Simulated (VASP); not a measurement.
A run of VASP 6.6.1:

INCAR

```
SYSTEM = ZrB2W3
PREC = Accurate
ENCUT = 600
EDIFF = 1E-6
ISMEAR = 0
SIGMA = 0.1
LREAL = .FALSE.
LASPH = .TRUE.
NELM = 100
ALGO = Fast
ISIF = 3
LWAVE = .FALSE.
LCHARG = .FALSE.
GGA = PE
IBRION = 2
NSW = 90
EDIFFG = -0.04
```

The input KPOINTS:

```
Automatic mesh
0
G
  6 6 4
  0 0 0
```

Contents of POSCAR:

```
ZrB2W3
1.0
    4.1332828000      0.0000000000      0.0000000000
   -2.0666414000      3.5795279100      0.0000000000
    0.0000000000      0.0000000000      6.6359774200
Zr B W
1 2 3
Direct
    0.0000000000      0.0000000000      0.0000000000
    0.6666666700      0.3333333300      0.7436280300
    0.3333333300      0.6666666700      0.2563719700
    0.6666666700      0.3333333300      0.3575947000
    0.3333333300      0.6666666700      0.6424053000
    0.0000000000      0.0000000000      0.5000000000
```

Potentials or basis: VASP PAW PBE potentials, release 64 (Zr_sv, B, W_sv).

Launch:

```console
$ cat potpaw_PBE.64/Zr_sv/POTCAR potpaw_PBE.64/B/POTCAR potpaw_PBE.64/W_sv/POTCAR > POTCAR
$ mpirun -np 1 vasp_std > vasp.out
```

Hardware: 1 thread of Intel(R) Xeon(R) 6975P-C (Granite Rapids), on a shared host.

**Question.** How long does it take, and how much memory?

**Answer.** Run time: 56 min on 1 thread of Intel(R) Xeon(R) 6975P-C (Granite Rapids), with other jobs on the host, peak memory 0.37 GiB. Counts: scf iterations 889, k points 24, ion steps 17.
